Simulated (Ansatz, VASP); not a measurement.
## SiC: VASP beside Ansatz

```
Si C
1.0
     0.00000    2.22104    2.22104
     2.22104    0.00000    2.22104
     2.22104    2.22104    0.00000
Si C
1 1
Direct
  0.00000 0.00000 0.00000
  0.25000 0.25000 0.25000
```

Alike in both runs: functional r2SCAN; k mesh 12 × 12 × 12; occupations fermi-dirac, width 0.02 eV; no spin polarisation.

Ansatz relaxed the structure, and its values are those at the end. VASP's run is a single point on that final structure, the one shown.

|  | VASP | Ansatz |
| --- | --- | --- |
| version | VASP 6.6.1 | Ansatz 0.2.0 |
| potentials or method | VASP PAW PBE potentials, release 64 (Si, C), cutoff 520 eV | PAW plane waves |
| valence electrons in the cell | 8 | 8 |

VASP gave:

* gap on the k mesh at the Fermi level (eV): 1.76
* pressure (GPa): -12.0

**Question.** Estimate Ansatz's values.

**Answer.** gap on the k mesh at the Fermi level (eV): 1.75; pressure (GPa): -11.8.

VASP's potentials were made for PBE, not for r2SCAN. Ansatz's warnings: stress scf threshold loose.
